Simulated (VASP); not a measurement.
# InSb (F-43m) in VASP: further runs

InSb is run at these levels: PBEsol; tasks: single point, relaxation of cell and atoms.

All numbers are computed with VASP 6.6.1; they aren't measurements. Logs are shortened: lines on timing, memory, paths and dates and some standing lists are left out, and cuts for length are marked.

**1. The cell of the first run**

Symmetry: F-43m, No. 216, cubic system. Conventional cell: a = 6.057 Å, b = 6.057 Å, c = 6.057 Å, α = 90.00°, β = 90.00°, γ = 90.00°. Within 3.5 Å of In (site symmetry -43m) lie 4 Sb at 2.62 Å. Sb (site symmetry -43m) has 4 In at 2.62 Å within 3.5 Å.

**2. Single point, PBEsol**

Input file INCAR:

```
PREC = Accurate ; ENCUT = 500
EDIFF = 1E-6 ; ISMEAR = -1
SIGMA = 0.15 ; LREAL = False
LASPH = True ; NELM = 120
ALGO = Normal ; ISIF = 2
LWAVE = False ; LCHARG = False
GGA = PS ; NBANDS = 16
GGA_COMPAT = False
```

Input file KPOINTS:

```
Automatic mesh
0
Gamma
  12 12 12
```

Input file POSCAR:

```
InSb
1.0
    0.0000000000      3.0284652830      3.0284652830
    3.0284652830      0.0000000000      3.0284652830
    3.0284652830      3.0284652830      0.0000000000
In Sb
1 1
Direct
    0.0000000000      0.0000000000      0.0000000000
    0.7500000000      0.7500000000      0.7500000000
```

Potentials or basis: VASP PAW PBE potentials, release 64 (In_d, Sb).

Launch:

```
> cat potpaw_PBE.64/In_d/POTCAR potpaw_PBE.64/Sb/POTCAR > POTCAR
> mpirun -np 1 vasp_std > vasp.out
```

OUTCAR:

```text
PREC = Accurate
   ENCUT = 500
   EDIFF = 1E-6
   ISMEAR = -1
   LREAL = False
   LASPH = True
   NELM = 120
   ISIF = 2
   GGA = PS

 ion  position               nearest neighbor table
   1  0.000  0.000  0.000-   2 2.62   2 2.62   2 2.62   2 2.62
   2  0.750  0.750  0.750-   1 2.62   1 2.62   1 2.62   1 2.62

  LATTYP: Found a face centered cubic cell.
 ALAT       =     6.0569305660

  Lattice vectors:

 A1 = (   0.0000000000,   3.0284652830,   3.0284652830)
 A2 = (   3.0284652830,   0.0000000000,   3.0284652830)
 A3 = (   3.0284652830,   3.0284652830,   0.0000000000)

Analysis of symmetry for initial positions (statically):
=====================================================================
 Subroutine PRICEL returns:
 Original cell was already a primitive cell.

 Routine SETGRP: Setting up the symmetry group for a
 face centered cubic supercell.

 Subroutine GETGRP returns: Found 24 space group operations
 (whereof 24 operations were pure point group operations)
 out of a pool of 48 trial point group operations.

The static configuration has the point symmetry T_d .

Analysis of symmetry for dynamics (positions and initial velocities):
=====================================================================
 Subroutine PRICEL returns:
 Original cell was already a primitive cell.

 Routine SETGRP: Setting up the symmetry group for a
 face centered cubic supercell.

 Subroutine GETGRP returns: Found 24 space group operations
 (whereof 24 operations were pure point group operations)
 out of a pool of 48 trial point group operations.

The dynamic configuration has the point symmetry T_d .

 Subroutine INISYM returns: Found 24 space group operations
 (whereof 24 operations are pure point group operations),
 and found     1 'primitive' translations

----------------------------------------------------------------------------------------

                                     Primitive cell

  volume of cell :      55.5518

  direct lattice vectors                    reciprocal lattice vectors
     0.000000000  3.028465283  3.028465283    -0.165100126  0.165100126  0.165100126
     3.028465283  0.000000000  3.028465283     0.165100126 -0.165100126  0.165100126
     3.028465283  3.028465283  0.000000000     0.165100126  0.165100126 -0.165100126

  length of vectors
     4.282896676  4.282896676  4.282896676     0.285961807  0.285961807  0.285961807

  position of ions in fractional coordinates (direct lattice)
     0.000000000  0.000000000  0.000000000
     0.750000000  0.750000000  0.750000000

  ion indices of the primitive-cell ions
   primitive index   ion index
                 1           1
                 2           2

----------------------------------------------------------------------------------------

 KPOINTS: Automatic mesh

Automatic generation of k-mesh.
 Grid dimensions read from file:
 generate k-points for:   12   12   12

 Generating k-lattice:

  Cartesian coordinates                     Fractional coordinates (reciprocal lattice)
    -0.013758344  0.013758344  0.013758344     0.083333333  0.000000000  0.000000000
     0.013758344 -0.013758344  0.013758344     0.000000000  0.083333333  0.000000000
     0.013758344  0.013758344 -0.013758344     0.000000000  0.000000000  0.083333333

  Length of vectors
     0.023830151  0.023830151  0.023830151

  Shift w.r.t. Gamma in fractional coordinates (k-lattice)
     0.000000000  0.000000000  0.000000000

 Subroutine IBZKPT returns following result:
 ===========================================

 Found     72 irreducible k-points:

 Following reciprocal coordinates:
            Coordinates               Weight
  0.000000  0.000000  0.000000      1.000000
  0.083333  0.000000  0.000000      8.000000
  0.166667  0.000000  0.000000      8.000000
  0.250000  0.000000  0.000000      8.000000
  0.333333  0.000000  0.000000      8.000000
  0.416667  0.000000  0.000000      8.000000
[... 16 lines left out ...]
  0.500000  0.166667  0.000000     24.000000
 -0.416667  0.166667  0.000000     24.000000
 [... further k-points ...]
   k-points           NKPTS =     72   k-points in BZ     NKDIM =     72   number of bands    NBANDS=     16
   number of dos      NEDOS =    301   number of ions     NIONS =      2
   total plane-waves  NPLWV =  32768
   dimension x,y,z NGX =    32 NGY =   32 NGZ =   32
   dimension x,y,z NGXF=    64 NGYF=   64 NGZF=   64
   ions per type =               1   1
   NGX,Y,Z   is equivalent  to a cutoff of  12.42, 12.42, 12.42 a.u.
   NGXF,Y,Z  is equivalent  to a cutoff of  24.84, 24.84, 24.84 a.u.
 SYSTEM =  unknown system
   PREC   = accura    normal or accurate (medium, high low for compatibility)
   ISTART =      0    job   : 0-new  1-cont  2-samecut
   ICHARG =      2    charge: 1-file 2-atom 10-const
   ISPIN  =      1    spin polarized calculation?
   LNONCOLLINEAR =      F non collinear calculations
   LSORBIT =      F    spin-orbit coupling
   LASPH  =      T    aspherical Exc in radial PAW
   ENCUT  =  500.0 eV  36.75 Ry    6.06 a.u.   7.81  7.81  7.81*2*pi/ulx,y,z
   NELM   =    120;   NELMIN=  2; NELMDL= -5     # of ELM steps
   EDIFF  = 0.1E-05   stopping-criterion for ELM
   LREAL  =      F    real-space projection
   EDIFFG = 0.1E-04   stopping-criterion for IOM
   NSW    =      0    number of steps for IOM
   IBRION =     -1    ionic relax: 0-MD 1-quasi-New 2-CG
   NFREE  =      0    steps in history (QN), initial steepest desc. (CG)
   ISIF   =      2    stress and relaxation
   ISYM   =      2    0-nonsym 1-usesym 2-fastsym
   POTIM  = 0.5000    time-step for ionic-motion
   TEBEG  =    0.0;   TEEND  =   0.0 temperature during run
   PSTRESS=    0.0 pullay stress
   NELECT =      18.0000    total number of electrons
   NUPDOWN=      -1.0000    fix difference up-down
   EMIN   =  10.00;   EMAX   =-10.00  energy-range for DOS
   EFERMI =   0.00;   METHOD = LEGACY
   ISMEAR =    -1;   SIGMA  =   0.15  broadening in eV -4-tet -1-fermi 0-gaus
   EFERMI_NEDOS =   21; number of points for ismear=-14 and -15
   IALGO  =     38    algorithm
   IMIX   =      4    mixing-type and parameters
     AMIX     =   0.40;   BMIX     =  1.00
     AMIX_MAG =   1.60;   BMIX_MAG =  1.00
  volume/ion in A,a.u.               =      27.78       187.44
  Fermi-wavevector in a.u.,A,eV,Ry     =   1.124432  2.124868 17.202479  1.264347
  Thomas-Fermi vector in A             =   2.261103
   LORBIT       =      0    0 simple, 1 ext, 2 COOP (PROOUT), +10 PAW based schemes
   GGA     = PS    functional components
   LHFCALC =     F    Hartree Fock is set to
   AEXX    =    0.0000 exact exchange contribution
   IVDW    =     0    specifies the selected vdW correction
   LEPSILON=     F    determine dielectric tensor
   LRPA    =     F    only Hartree local field effects (RPA)
 non-spin polarized calculation
  energy-cutoff  :      500.00
  volume of cell :       55.55
 maximum number of plane-waves:      1424
   NGX = 15   NGY = 15   NGZ = 15

 number of electron      17.9999990 magnetization

 Free energy of the ion-electron system (eV)
  ---------------------------------------------------
  ext. energy  EPLUGINS =         0.00000000
  ---------------------------------------------------
  free energy    TOTEN  =        -7.14188448 eV

  energy without entropy =       -7.13854010  energy(sigma->0) =       -7.14021229

 E-fermi :   7.7061     XC(G=0):  -9.7609

 val. band max:        7.3838291465   @ k =   0.0000   0.0000   0.0000
 cond. band min:       8.1551757756   @ k =   0.4167   0.4167   0.0000
 fundamental gap:      0.7713466291
 Fermi energy:         7.7060719774

 k-point     1 :       0.0000    0.0000    0.0000
  band No.  band energies     occupation
      1      -7.7841      2.00000
      2      -7.7841      2.00000
      3      -7.7841      2.00000
      4      -7.6221      2.00000
      5      -7.6221      2.00000
      6      -4.8742      2.00000
[... 8 lines left out ...]
     15      16.0785      0.00000
     16      16.0788      0.00000

 k-point     2 :       0.0833    0.0000    0.0000
  band No.  band energies     occupation
      1      -7.7922      2.00000
      2      -7.7810      2.00000
      3      -7.7810      2.00000
      4      -7.6225      2.00000
      5      -7.6225      2.00000
      6      -4.7890      2.00000
[... 8 lines left out ...]
     15      15.2310      0.00000
     16      15.2310      0.00000

 k-point     3 :       0.1667    0.0000    0.0000
  band No.  band energies     occupation
      1      -7.8137      2.00000
      2      -7.7728      2.00000
      3      -7.7728      2.00000
      4      -7.6233      2.00000
      5      -7.6233      2.00000
      6      -4.5388      2.00000
[... 8 lines left out ...]
     15      14.7269      0.00000
     16      14.7269      0.00000

 k-point     4 :       0.2500    0.0000    0.0000
  band No.  band energies     occupation
      1      -7.8419      2.00000
      2      -7.7625      2.00000
      3      -7.7625      2.00000
      4      -7.6234      2.00000
      5      -7.6234      2.00000
      6      -4.1416      2.00000
[... 8 lines left out ...]
     15      14.7413      0.00000
     16      14.7413      0.00000

 k-point     5 :       0.3333    0.0000    0.0000
  band No.  band energies     occupation
      1      -7.8689      2.00000
      2      -7.7534      2.00000
      3      -7.7534      2.00000
      4      -7.6222      2.00000
      5      -7.6222      2.00000
      6      -3.6397      2.00000
[... 8 lines left out ...]
     15      15.3293      0.00000
     16      15.3293      0.00000

 k-point     6 :       0.4167    0.0000    0.0000
  band No.  band energies     occupation
      1      -7.8880      2.00000
      2      -7.7477      2.00000
      3      -7.7477      2.00000
      4      -7.6204      2.00000
      5      -7.6204      2.00000
      6      -3.1415      2.00000
[... 8 lines left out ...]
     15      16.2890      0.00000
     16      16.2890      0.00000

 k-point     7 :       0.5000    0.0000    0.0000
  band No.  band energies     occupation
      1      -7.8948      2.00000
      2      -7.7458      2.00000
      3      -7.7458      2.00000
      4      -7.6195      2.00000
      5      -7.6195      2.00000
      6      -2.9034      2.00000
[... 8 lines left out ...]
     15      17.0277      0.00000
     16      17.0277      0.00000

 k-point     8 :       0.0833    0.0833    0.0000
  band No.  band energies     occupation
      1      -7.7981      2.00000
      2      -7.7781      2.00000
      3      -7.7781      2.00000
      4      -7.6244      2.00000
      5      -7.6211      2.00000
      6      -4.7607      2.00000
[... 8 lines left out ...]
     15      14.4906      0.00000
     16      16.1485      0.00000

 k-point     9 :       0.1667    0.0833    0.0000
  band No.  band energies     occupation
      1      -7.8161      2.00000
      2      -7.7714      2.00000
      3      -7.7700      2.00000
      4      -7.6270      2.00000
      5      -7.6204      2.00000
      6      -4.5655      2.00000
[... 8 lines left out ...]
     15      14.5808      0.00000
     16      15.5642      0.00000
[... 172 lines left out ...]
 k-point    19 :       0.1667    0.1667    0.0000
  band No.  band energies     occupation
      1      -7.8337      2.00000
      2      -7.7616      2.00000
      3      -7.7616      2.00000
      4      -7.6320      2.00000
      5      -7.6182      2.00000
      6      -4.4272      2.00000
[... 8 lines left out ...]
     15      15.1247      0.00000
     16      16.3581      0.00000

 k-point    20 :       0.2500    0.1667    0.0000
  band No.  band energies     occupation
      1      -7.8558      2.00000
      2      -7.7521      2.00000
      3      -7.7506      2.00000
      4      -7.6364      2.00000
      5      -7.6167      2.00000
      6      -4.1324      2.00000
[... 8 lines left out ...]
     15      15.8620      0.00000
     16      16.1738      0.00000

 k-point    21 :       0.3333    0.1667    0.0000
  band No.  band energies     occupation
      1      -7.8774      2.00000
      2      -7.7446      2.00000
      3      -7.7403      2.00000
      4      -7.6384      2.00000
      5      -7.6158      2.00000
      6      -3.7044      2.00000
[... 8 lines left out ...]
     15      15.9436      0.00000
     16      16.4121      0.00000

 k-point    22 :       0.4167    0.1667    0.0000
  band No.  band energies     occupation
      1      -7.8946      2.00000
      2      -7.7398      2.00000
      3      -7.7335      2.00000
      4      -7.6366      2.00000
      5      -7.6157      2.00000
      6      -3.2003      2.00000
[... 8 lines left out ...]
     15      16.8044      0.00000
     16      17.1128      0.00000

 k-point    23 :       0.5000    0.1667    0.0000
  band No.  band energies     occupation
      1      -7.9040      2.00000
      2      -7.7377      2.00000
      3      -7.7310      2.00000
      4      -7.6322      2.00000
      5      -7.6176      2.00000
      6      -2.7684      2.00000
[... 8 lines left out ...]
     15      17.1086      0.00000
     16      17.1596      0.00000

 k-point    24 :      -0.4167    0.1667    0.0000
  band No.  band energies     occupation
      1      -7.9036      2.00000
      2      -7.7378      2.00000
      3      -7.7329      2.00000
      4      -7.6273      2.00000
      5      -7.6217      2.00000
      6      -2.6933      2.00000
[... 8 lines left out ...]
     15      15.9748      0.00000
     16      16.2703      0.00000

 [... further k-points ...]
[... 5 lines left out ...]
  --------------------------------------------------------------------------------------
  -------------------------------------------------------------------------------------
  Total        5.5650381      5.5650381      5.5650381     -0.0000000      0.0000000     -0.0000000
  in kB      160.5021786    160.5021786    160.5021786     -0.0000000      0.0000000     -0.0000000
  external PRESSURE =     160.5021786 kB  Pullay stress =       0.0000000 kB

 VOLUME and BASIS-vectors are now :
 -----------------------------------------------------------------------------
  energy-cutoff  :      500.00
  volume of cell :       55.55
      direct lattice vectors                 reciprocal lattice vectors
     0.000000000  3.028465283  3.028465283    -0.165100126  0.165100126  0.165100126
     3.028465283  0.000000000  3.028465283     0.165100126 -0.165100126  0.165100126
     3.028465283  3.028465283  0.000000000     0.165100126  0.165100126 -0.165100126

 POSITION                                       TOTAL-FORCE (eV/Angst)
 -----------------------------------------------------------------------------------
      0.00000      0.00000      0.00000         0.000000     -0.000000     -0.000000
      4.54270      4.54270      4.54270        -0.000000      0.000000      0.000000
 -----------------------------------------------------------------------------------
    total drift:                                0.000000      0.000000      0.000000

  FREE ENERGIE OF THE ION-ELECTRON SYSTEM (eV)
  ---------------------------------------------------
  free  energy   TOTEN  =        -7.1418844802 eV

  energy  without entropy=       -7.1385401043  energy(sigma->0) =       -7.14021229
```

Run time: 63 s. Hardware: 1 thread of Intel Xeon 8259CL, shared host; peak memory 0.22 GiB.

Results:

- Free energy: -7.1419 eV
- Pressure: 16.1 GPa
- Band gap on the k mesh: 0.77 eV (least direct gap 0.94 eV)

Levels at points of the mesh, in eV from the valence-band top:
```
           k point  band 5  band 6  band 7  band 8  band 9  band 10  band 11  band 12  band 13  band 14
(0.00, 0.00, 0.00)  -15.01  -12.26    0.00    0.00    0.00     0.94     2.84     2.84     2.84     5.70
(0.50, 0.00, 0.00)  -15.00  -10.29   -6.80   -1.38   -1.38     0.85     3.74     3.74     5.69     9.29
(0.50, 0.50, 0.00)  -14.99   -9.40   -6.96   -3.07   -3.07     0.83     1.03     9.34     9.34    10.18
```

Caveat: the cell stands under pressure; the PAW data sets were made with another functional, which shifts forces and pressure a little; spin-orbit coupling is left out, which moves the levels of the heavy elements. A k mesh can miss the band edges.

**3. Relaxation of cell and atoms, PBEsol, target pressure 16 GPa, at which the enthalpy is minimised**

This run uses another cell than the first one, of 34.64 Å³/atom.

Input file INCAR:

```
PREC     = Accurate       # precision mode
ENCUT    = 500            # plane-wave cutoff, eV
EDIFF    = 1E-7           # SCF threshold, eV
ISMEAR   = -1             # smearing method
SIGMA    = 0.15           # smearing width, eV
LREAL    = F              # projectors in reciprocal space
LASPH    = T              # aspherical terms in the spheres
NELM     = 120            # most SCF steps
ALGO     = Normal         # electronic algorithm
ISIF     = 3              # what is computed and relaxed
LWAVE    = F              # write WAVECAR
LCHARG   = F              # write CHGCAR
GGA      = PS             # functional
IBRION   = 2              # ionic algorithm
NSW      = 80             # ionic steps
EDIFFG   = -0.001         # ionic threshold
PSTRESS  = 160.0        
GGA_COMPAT= F            
NELMIN   = 4
```

KPOINTS is that of step 2.

Input file POSCAR:

```
InSb
1.0
    0.0000000000      3.2599290654      3.2599290654
    3.2599290654      0.0000000000      3.2599290654
    3.2599290654      3.2599290654      0.0000000000
In Sb
1 1
Direct
    0.0000000000      0.0000000000      0.0000000000
    0.7500000000      0.7500000000      0.7500000000
```

Potentials or basis: VASP PAW PBE potentials, release 64 (In_d, Sb).

Launch:

```
> cat potpaw_PBE.64/In_d/POTCAR potpaw_PBE.64/Sb/POTCAR > POTCAR
> mpirun -np 1 vasp_std > vasp.out
```

Wall time 7.5 min (1 thread of Intel Xeon 8259CL, shared host); peak memory 0.26 GiB.

The run converged. Its results:

```
Free energy                                                : -7.1479 eV
Relaxed volume                                             : 27.79 Å³/atom
Relaxed cell                                               : a = 4.284 Å, b = 4.284 Å, c = 4.284 Å, α = 60.00°, β = 60.00°, γ = 60.00°
Space group after relaxing (to 0.1 Å)                      : F-43m (No. 216)
Energy change on relaxing (the run minimises the enthalpy) : +277.4 meV/atom
Ionic steps                                                : 5
Pressure after relaxing                                    : 16.0 GPa
Band gap on the k mesh                                     : 0.77 eV (least direct gap 0.94 eV)
```

The path:
| step | energy change (eV) | largest force (eV/Å) | pressure (GPa) | volume (Å³) |
| --- | --- | --- | --- | --- |
| 1 | 0.0000 | 0.0000 | 0.03 | 69.29 |
| 2 | 4.6224 | 0.0000 | 84.50 | 40.11 |
| 3 | 0.4508 | 0.0000 | 13.88 | 56.70 |
| 4 | 0.5211 | 0.0000 | 15.33 | 55.93 |
| 5 | 0.5549 | 0.0000 | 16.01 | 55.58 |

Final structure:
```yaml
crystal:
  lattice:
    - [0.00000, 3.02905, 3.02905]
    - [3.02905, 0.00000, 3.02905]
    - [3.02905, 3.02905, 0.00000]
  atoms:
    - { symbol: In, position: [0.00000, 0.00000, 0.00000] }
    - { symbol: Sb, position: [0.75000, 0.75000, 0.75000] }
```

Levels at points of the mesh, in eV from the valence-band top:
| k point | band 6 | band 7 | band 8 | band 9 | band 10 | band 11 | band 12 | band 13 |
| --- | --- | --- | --- | --- | --- | --- | --- | --- |
| (0.00, 0.00, 0.00) | -12.25 | 0.00 | 0.00 | 0.00 | 0.94 | 2.84 | 2.84 | 2.84 |
| (0.50, 0.00, 0.00) | -10.28 | -6.80 | -1.38 | -1.38 | 0.85 | 3.74 | 3.74 | 5.69 |
| (0.50, 0.50, 0.00) | -9.40 | -6.96 | -3.06 | -3.06 | 0.83 | 1.03 | 9.34 | 9.34 |

Caveat: the cell is relaxed towards a set pressure, so the run minimises the enthalpy, not the energy; the volume moved by over 15 % at a fixed basis, so the end points are rough; the PAW data sets were made with another functional, which shifts forces and pressure a little; spin-orbit coupling is left out, which moves the levels of the heavy elements. A k mesh can miss the band edges.

(Part 1 of 2 ends here.)
